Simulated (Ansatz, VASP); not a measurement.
**Two plane-wave programs on V**

```
V
1.0
    -1.48909    1.48909    1.48909
     1.48909   -1.48909    1.48909
     1.48909    1.48909   -1.48909
V
1
Cartesian
  0.0000 0.0000 0.0000
```

Alike in both runs: functional r2SCAN; k mesh 8 × 8 × 8; occupations gaussian, width 0.1 eV; collinear spin.

Ansatz relaxed the structure, and its values are those at the end. VASP's run is a single point on that final structure, the one shown.

|  | VASP | Ansatz |
| --- | --- | --- |
| version | VASP 6.6.1 | Ansatz 0.2.0 |
| potentials or method | VASP PAW PBE potentials, release 64 (V_sv), cutoff 520 eV | scalar-relativistic, plane waves, PAW |
| valence electrons in the cell | 13 | 13 |

```csv
,VASP,Ansatz,Ansatz less VASP
gap on the k mesh at the Fermi level (eV),none,none,-
pressure (GPa),0.2,0.0,-0.25
net moment per atom (μB),0.00,0.26,+0.262
size of the moment on the site where the two differ most (μB),0.00,0.22,+0.217
```

The net moments are unlike, so the other rows may belong to different states. VASP's potentials were made for PBE, not for r2SCAN. Site moments also hang on the region over which each program counts them. A gap of «none» marks a metal or a gap that the smearing closes.

The k mesh is coarse, so the values compare programs but aren't converged.
